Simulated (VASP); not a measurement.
# CdSe (gw) (I-4m2) in VASP: single point with PBEsol

Aim: the single point of CdSe (gw) with PBEsol.

Program: VASP 6.6.1. These are calculated values, not measurements. Logs are shortened: lines on timing, memory, paths and dates and some standing lists are left out, and cuts for length are marked.

**1. The cell of the first run**

It takes space group I-4m2 (No. 119, tetragonal). Conventional cell: a = 4.172 Å, b = 4.172 Å, c = 6.338 Å, α = 90.00°, β = 90.00°, γ = 90.00°. Cd (site symmetry -4m2) has 4 Se at 2.62 Å within 3.5 Å. Se (site symmetry -4m2) has 4 Cd at 2.62 Å within 3.5 Å.

**2. Single point, PBEsol**

INCAR reads:

```
ALGO = Normal
EDIFF = 1E-6
ENCUT = 500
GGA = PS
GGA_COMPAT = F
ISIF = 2
ISMEAR = 0
LASPH = T
LCHARG = T
LELF = T
LREAL = F
LVHAR = T
LWAVE = F
NBANDS = 16
NELM = 120
PREC = Accurate
SIGMA = 0.01
```

KPOINTS reads:

```
k-points
0
Gamma
  4 4 4
```

POSCAR reads:

```
CdSe
1.0
    0.0000000000      2.9498409619      3.1690167747
    2.9498409619      0.0000000000      3.1690167747
    2.9498409619      2.9498409619      0.0000000000
Cd Se
1 1
Direct
    0.0000000000      0.0000000000      0.0000000000
    0.2500000000      0.2500000000      0.2500000000
```

Potentials or basis: VASP PAW PBE potentials, release 64 (Cd, Se).

Started as:

```sh
cat potpaw_PBE.64/Cd/POTCAR potpaw_PBE.64/Se/POTCAR > POTCAR
mpirun -np 1 vasp_std > vasp.out
```

OUTCAR:

```text
EDIFF = 1E-6
   ENCUT = 500
   GGA = PS
   ISIF = 2
   ISMEAR = 0
   LASPH = T
   LREAL = F
   NELM = 120
   PREC = Accurate

 ion  position               nearest neighbor table
   1  0.000  0.000  0.000-   2 2.62   2 2.62   2 2.62   2 2.62
   2  0.250  0.250  0.250-   1 2.62   1 2.62   1 2.62   1 2.62

  LATTYP: Found a body centered tetragonal cell.
 ALAT       =     4.1717050952
 C/A-ratio  =     1.5192908906

  Lattice vectors:

 A1 = (  -2.9498409619,   0.0000000000,   3.1690167747)
 A2 = (   2.9498409619,   0.0000000000,   3.1690167747)
 A3 = (   0.0000000000,   2.9498409619,  -3.1690167747)

Analysis of symmetry for initial positions (statically):
=====================================================================
 Subroutine PRICEL returns:
 Original cell was already a primitive cell.

 Routine SETGRP: Setting up the symmetry group for a
 body centered tetragonal supercell.

 Subroutine GETGRP returns: Found  8 space group operations
 (whereof  8 operations were pure point group operations)
 out of a pool of 16 trial point group operations.

The static configuration has the point symmetry D_2d.

Analysis of symmetry for dynamics (positions and initial velocities):
=====================================================================
 Subroutine PRICEL returns:
 Original cell was already a primitive cell.

 Routine SETGRP: Setting up the symmetry group for a
 body centered tetragonal supercell.

 Subroutine GETGRP returns: Found  8 space group operations
 (whereof  8 operations were pure point group operations)
 out of a pool of 16 trial point group operations.

The dynamic configuration has the point symmetry D_2d.

 Subroutine INISYM returns: Found  8 space group operations
 (whereof  8 operations are pure point group operations),
 and found     1 'primitive' translations

----------------------------------------------------------------------------------------

                                     Primitive cell

  volume of cell :      55.1508

  direct lattice vectors                    reciprocal lattice vectors
     0.000000000  2.949840962  3.169016775    -0.169500663  0.169500663  0.157777644
     2.949840962  0.000000000  3.169016775     0.169500663 -0.169500663  0.157777644
[... 67 lines left out ...]
   ISPIN  =      1    spin polarized calculation?
   LNONCOLLINEAR =      F non collinear calculations
   LSORBIT =      F    spin-orbit coupling
   LASPH  =      T    aspherical Exc in radial PAW
   ENCUT  =  500.0 eV  36.75 Ry    6.06 a.u.   7.89  7.89  7.61*2*pi/ulx,y,z
   NELM   =    120;   NELMIN=  2; NELMDL= -5     # of ELM steps
   EDIFF  = 0.1E-05   stopping-criterion for ELM
   LREAL  =      F    real-space projection
   EDIFFG = 0.1E-04   stopping-criterion for IOM
   NSW    =      0    number of steps for IOM
   IBRION =     -1    ionic relax: 0-MD 1-quasi-New 2-CG
   NFREE  =      0    steps in history (QN), initial steepest desc. (CG)
   ISIF   =      2    stress and relaxation
   ISYM   =      2    0-nonsym 1-usesym 2-fastsym
   POTIM  = 0.5000    time-step for ionic-motion
   TEBEG  =    0.0;   TEEND  =   0.0 temperature during run
   PSTRESS=    0.0 pullay stress
   NELECT =      18.0000    total number of electrons
   NUPDOWN=      -1.0000    fix difference up-down
   EMIN   =  10.00;   EMAX   =-10.00  energy-range for DOS
   EFERMI =   0.00;   METHOD = LEGACY
   ISMEAR =     0;   SIGMA  =   0.01  broadening in eV -4-tet -1-fermi 0-gaus
   EFERMI_NEDOS =   21; number of points for ismear=-14 and -15
   IALGO  =     38    algorithm
   IMIX   =      4    mixing-type and parameters
     AMIX     =   0.40;   BMIX     =  1.00
     AMIX_MAG =   1.60;   BMIX_MAG =  1.00
  volume/ion in A,a.u.               =      27.58       186.09
  Fermi-wavevector in a.u.,A,eV,Ry     =   1.127150  2.130005 17.285758  1.270467
  Thomas-Fermi vector in A             =   2.263835
   LORBIT       =      0    0 simple, 1 ext, 2 COOP (PROOUT), +10 PAW based schemes
   GGA     = PS    functional components
   LHFCALC =     F    Hartree Fock is set to
   AEXX    =    0.0000 exact exchange contribution
   IVDW    =     0    specifies the selected vdW correction
   LEPSILON=     F    determine dielectric tensor
   LRPA    =     F    only Hartree local field effects (RPA)
 non-spin polarized calculation
 Gauss-broadening in eV      SIGMA  =   0.01
  energy-cutoff  :      500.00
  volume of cell :       55.15
 maximum number of plane-waves:      1420
   NGX = 15   NGY = 15   NGZ = 15

 number of electron      18.0000000 magnetization

 Free energy of the ion-electron system (eV)
  ---------------------------------------------------
  ext. energy  EPLUGINS =         0.00000000
  ---------------------------------------------------
  free energy    TOTEN  =        -6.10547036 eV

  energy without entropy =       -6.10547036  energy(sigma->0) =       -6.10547036

 E-fermi :   1.1899     XC(G=0):  -9.1828

 val. band max:        1.0829831900   @ k =   0.0000   0.0000   0.0000
 cond. band min:       1.4877530079   @ k =   0.0000   0.0000   0.0000
 fundamental gap:      0.4047698180
 Fermi energy:         1.1899344253

 k-point     1 :       0.0000    0.0000    0.0000
  band No.  band energies     occupation
      1     -11.7216      2.00000
      2      -7.0331      2.00000
      3      -6.9959      2.00000
      4      -6.9959      2.00000
      5      -6.6256      2.00000
      6      -6.6033      2.00000
[... 224 lines left out ...]
      3      -6.7991      2.00000
      4      -6.6449      2.00000
      5      -6.6214      2.00000
      6      -6.0790      2.00000
[... 8 lines left out ...]
     15      13.7728      0.00000
     16      14.8317      0.00000

------------------------ aborting loop because EDIFF is reached ----------------------------------------

  FORCE on cell =-STRESS in cart. coord.  units (eV):
  Direction    XX          YY          ZZ          XY          YZ          ZX
  --------------------------------------------------------------------------------------
  -------------------------------------------------------------------------------------
  Total        0.6882162      0.6882162      0.2021136      0.0000000      0.0000000      0.0000000
  in kB       19.9932648     19.9932648      5.8715705      0.0000000      0.0000000      0.0000000
  external PRESSURE =      15.2860334 kB  Pullay stress =       0.0000000 kB

 VOLUME and BASIS-vectors are now :
 -----------------------------------------------------------------------------
  energy-cutoff  :      500.00
  volume of cell :       55.15
      direct lattice vectors                 reciprocal lattice vectors
     0.000000000  2.949840962  3.169016775    -0.169500663  0.169500663  0.157777644
     2.949840962  0.000000000  3.169016775     0.169500663 -0.169500663  0.157777644
     2.949840962  2.949840962  0.000000000     0.169500663  0.169500663 -0.157777644

 POSITION                                       TOTAL-FORCE (eV/Angst)
 -----------------------------------------------------------------------------------
      0.00000      0.00000      0.00000        -0.000000     -0.000000     -0.000000
      1.47492      1.47492      1.58451         0.000000      0.000000      0.000000
 -----------------------------------------------------------------------------------
    total drift:                               -0.000001     -0.000001     -0.000005

  FREE ENERGIE OF THE ION-ELECTRON SYSTEM (eV)
  ---------------------------------------------------
  free  energy   TOTEN  =        -6.1054703649 eV

  energy  without entropy=       -6.1054703649  energy(sigma->0) =       -6.10547036
```

stdout:

```text
POSCAR found type information on POSCAR CdSe
 POSCAR found :  2 types and       2 ions
 scaLAPACK will be used
 -----------------------------------------------------------------------------
|                                                                             |
|                                                                             |
|     You enforced a specific xc type in the INCAR file but a different       |
|     I HOPE YOU KNOW WHAT YOU ARE DOING!                                     |
|                                                                             |
 -----------------------------------------------------------------------------

 LDA part: xc-table for (Slater+PW92), standard interpolation
 POSCAR, INCAR and KPOINTS ok, starting setup
 FFT: planning ... GRIDC
 FFT: planning ... GRID_SOFT
 FFT: planning ... GRID
 WAVECAR not read
 entering main loop
```

It took 18 s on 1 thread of AMD EPYC 7R13, shared host; peak memory 0.15 GiB.

Results:

```yaml
Free_energy: -6.1055 eV
Pressure: 1.5 GPa
Band_gap_on_the_k_mesh: 0.40 eV, direct
```

Stress tensor (GPa, compression positive):
```
2.00 0.00 0.00
0.00 2.00 0.00
0.00 0.00 0.59
```

Levels at points of the mesh, in eV from the valence-band top:
```csv
k point,band 6,band 7,band 8,band 9,band 10,band 11,band 12,band 13
"(0.00, 0.00, 0.00)",-7.69,-0.27,0.00,0.00,0.40,5.77,5.77,5.78
"(0.50, 0.00, 0.00)",-7.39,-4.65,-1.04,-0.70,2.16,6.07,6.54,7.26
"(0.50, 0.50, 0.00)",-7.40,-4.58,-1.81,-1.81,3.04,3.99,8.53,10.20
"(0.50, 0.00, 0.50)",-7.28,-4.16,-2.18,-2.06,2.78,3.39,9.17,9.61
```

Caveat: the k points lie up to 0.45 Å⁻¹ apart; the PAW data sets were made with another functional, which shifts forces and pressure a little. As with any semilocal functional, this PBEsol gap is likely too small.
